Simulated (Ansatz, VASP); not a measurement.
**One calculation of ScIn3SbP, two programs**

File INCAR:

```
  PREC = Accurate
  ENCUT = 600
  EDIFF = 1E-7
  ISMEAR = 0
  SIGMA = 0.1
  LREAL = F
  LASPH = T
  NELM = 100
  ALGO = Normal
  ISIF = 3
  LWAVE = F
  LCHARG = F
  GGA = PE
  IBRION = 2
  NSW = 90
  EDIFFG = -0.04
```

KPOINTS

```
regular mesh
0
Gamma
  3 3 4
```

The input POSCAR:

```
ScIn3SbP
1.0
    6.1468197900      0.0000000000      0.0000000000
   -3.0734099000      5.3233020900      0.0000000000
    0.0000000000      0.0000000000      4.6107928500
Sc In Sb P
1 3 1 1
Direct
    0.0000000000      0.0000000000      0.0000000000
    0.5005080000      0.0010160000      0.5000000000
    0.9989840000      0.4994920000      0.5000000000
    0.5005080000      0.4994920000      0.5000000000
    0.6666666700      0.3333333300      0.0000000000
    0.3333333300      0.6666666700      0.0000000000
```

Input for Ansatz:

```yaml
crystal:
  lattice:
    - [6.14681979, 0.0, 0.0]
    - [-3.0734099, 5.32330209, 0.0]
    - [0.0, 0.0, 4.61079285]
  atoms:
    - { symbol: Sc, position: [0.0, 0.0, 0.0] }
    - { symbol: In, position: [0.500508, 0.001016, 0.5] }
    - { symbol: In, position: [0.998984, 0.499492, 0.5] }
    - { symbol: In, position: [0.500508, 0.499492, 0.5] }
    - { symbol: Sb, position: [0.66666667, 0.33333333, 0.0] }
    - { symbol: P, position: [0.33333333, 0.66666667, 0.0] }
basis:
  ecutwfc: 420
kpoints:
  mp_grid: { grid: [3, 3, 4] }
hamiltonian:
  xc: pbe
scf:
  occupations: { method: gaussian, width: 0.1 }
  lower_state_search: "off"
output:
  forces: true
  stress: true
  eigenvalues: true
relax:
  adjacent_minimum: "off"
  f_tol: 0.04
  max_steps: 70
  cell: { stress_tol: 0.4 }
```

Change from the starting cell: species swapped into the LaMnAlNi3 type (P-6m2, No. 187).

Alike in both runs: task relaxation of cell and atoms; functional PBE; k mesh 3 × 3 × 4; occupations gaussian, width 0.1 eV; no spin polarisation.

|  | VASP | Ansatz |
| --- | --- | --- |
| version | VASP 6.6.1 | Ansatz 0.2.0 |
| potentials or method | VASP PAW PBE potentials, release 64 (Sc_sv, In_d, Sb, P), cutoff 600 eV | scalar-relativistic, plane waves, PAW |
| valence electrons in the cell | 60 | 70 |

Ansatz gave:

* gap on the k mesh at the Fermi level, each at its own relaxed structure (eV): none
* relaxed volume (Å³/atom): 25.94
* relaxed length of the cell vector where the two differ most in proportion (Å): 5.467

**Question.** Estimate VASP's values.

**Answer.** gap on the k mesh at the Fermi level, each at its own relaxed structure (eV): none; relaxed volume (Å³/atom): 25.93; relaxed length of the cell vector where the two differ most in proportion (Å): 5.472.

A gap of «none» marks a metal or a gap that the smearing closes. VASP's potentials hold 60 valence electrons a cell and Ansatz's 70, so a difference there can come from the potentials and not from the codes.

The k mesh is coarse, so the values compare programs but aren't converged. Spin-orbit coupling is off throughout.
